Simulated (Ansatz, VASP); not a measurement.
**CoSn in VASP and in Ansatz**

```
Co Sn
1.0
     5.21972    0.00000    0.00000
    -2.60986    4.52041    0.00000
     0.00000    0.00000    4.16847
Co Sn
3 3
Direct
  0.00000 0.50000 0.00000
  0.50000 0.50000 0.00000
  0.50000 0.00000 0.00000
  0.66667 0.33333 0.50000
  0.33333 0.66667 0.50000
  0.00000 0.00000 0.00000
```

Alike in both runs: functional PBEsol; k mesh 12 × 12 × 8; occupations gaussian, width 0.1 eV; no spin polarisation.

Ansatz relaxed the structure, and its values are those at the end. VASP's run is a single point on that final structure, the one shown.

```csv
,VASP,Ansatz
version,VASP 6.6.1,Ansatz 0.2.0
potentials or method,"VASP PAW PBE potentials, release 64 (Co, Sn_d), cutoff 520 eV","scalar-relativistic, plane waves, PAW"
valence electrons in the cell,69,93
```

```csv
,VASP,Ansatz,Ansatz less VASP
gap on the k mesh at the Fermi level (eV),none,none,-
pressure (GPa),-0.1,0.0,+0.06
```

VASP's potentials were made for PBE, not for PBEsol. A gap of «none» marks a metal or a gap that the smearing closes. The functional is the same, so the differences come from potentials, cutoffs and numerics. VASP's potentials hold 69 valence electrons a cell and Ansatz's 93, so a difference there can come from the potentials and not from the codes.
